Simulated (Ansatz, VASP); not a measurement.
# Two plane-wave programs on ZrH4

```xyz
5
Lattice="1.8966 -3.0012 0.0000 1.8966 3.0012 0.0000 0.0000 0.0000 3.5157" Properties=species:S:1:pos:R:3 pbc="T T T"
Zr    0.0000    0.0000    0.0000
H     1.8966   -0.9504    0.0000
H     1.8966    0.9504    0.0000
H     2.8717    0.0000    1.7579
H     0.9215    0.0000    1.7579
```

Change from the starting cell: ordered vacancies on the cation sites of rutile (Cmmm, No. 65).

Alike in both runs: task relaxation of cell and atoms; functional PBE; k mesh 6 × 6 × 6; occupations gaussian, width 0.1 eV; no spin polarisation.

|  | VASP | Ansatz |
| --- | --- | --- |
| version | VASP 6.6.1 | Ansatz 0.2.0 |
| potentials or method | VASP PAW PBE potentials, release 64 (Zr_sv, H), cutoff 600 eV | scalar-relativistic, plane waves, PAW |
| valence electrons in the cell | 16 | 16 |

```tsv
	VASP	Ansatz	Ansatz less VASP
gap on the k mesh at the Fermi level, each at its own relaxed structure (eV)	none	none	-
relaxed volume (Å³/atom)	7.99	8.00	+0.007
relaxed cell length with the largest relative difference (Å)	3.547	3.555	+0.0085
```

A gap of «none» marks a metal or a gap that the smearing closes.
